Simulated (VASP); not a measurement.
Wanted: the native input for a VASP 6.6.1 run.

| Item | Value |
| --- | --- |
| Task | relaxation of cell and atoms |
| Functional | PBEsol |
| Potentials or basis | VASP PAW PBE potentials, release 64 (Si) |
| Cutoff | 600 eV |
| k mesh | 12 × 12 × 12 |
| Occupations | gaussian, width 0.02 eV |
| Spin | no spin polarisation |
| Dipole correction | no |
| Further INCAR settings | ALGO = Normal; EDIFF = 1e-06; IBRION = 2; EDIFFG = -0.005; NSW = 100; ISIF = 3 |

The structure of Si lies in POSCAR:

```
Si
1.0
    0.0000000000      2.7169171022      2.7169171022
    2.7169171022      0.0000000000      2.7169171022
    2.7169171022      2.7169171022      0.0000000000
Si
2
Direct
    0.7500000000      0.7500000000      0.7500000000
    0.5000000000      0.5000000000      0.5000000000
```

The input as run:

INCAR

```
SYSTEM = Si
PREC     = Accurate       ! precision mode
ENCUT    = 600            ! plane-wave cutoff, eV
EDIFF    = 1E-6           ! SCF threshold, eV
ISMEAR   = 0              ! smearing method
SIGMA    = 0.02           ! smearing width, eV
LREAL    = .False.        ! projectors in reciprocal space
LASPH    = .True.         ! aspherical terms in the spheres
NELM     = 100            ! most SCF steps
ALGO     = Normal         ! electronic algorithm
ISIF     = 3              ! what is computed and relaxed
LWAVE    = .False.        ! write WAVECAR
LCHARG   = .False.        ! write CHGCAR
GGA      = PS             ! functional
IBRION   = 2              ! ionic algorithm
NSW      = 100            ! ionic steps
EDIFFG   = -0.005         ! ionic threshold
```

KPOINTS

```
Automatic mesh
0
Gamma
  12 12 12
  0 0 0
```

Potentials or basis: VASP PAW PBE potentials, release 64 (Si).

Run with:

```sh
$ cat potpaw_PBE.64/Si/POTCAR > POTCAR
$ mpirun -np 1 vasp_std > vasp.out
```

Results of the run:

```json
{"Relaxed volume": "20.08 Å³/atom", "Relaxed cell": "a = 3.844 Å, b = 3.844 Å, c = 3.844 Å, α = 60.00°, β = 60.00°, γ = 60.00°", "Space group after relaxing (to 0.05 Å)": "Fd-3m (No. 227)", "Energy gained by relaxing": "0.0 meV/atom", "Ionic steps": "3", "Pressure after relaxing": "0.0 GPa", "Band gap on the k mesh": "0.46 eV, indirect (least direct gap 2.52 eV)"}
```

Caveat: the PAW data sets were made with another functional, which shifts forces and pressure a little.

Wall time 20 s on 1 thread of AMD EPYC 9R45 96-Core Processor (Zen 5) (shared host), peak memory 0.14 GiB.
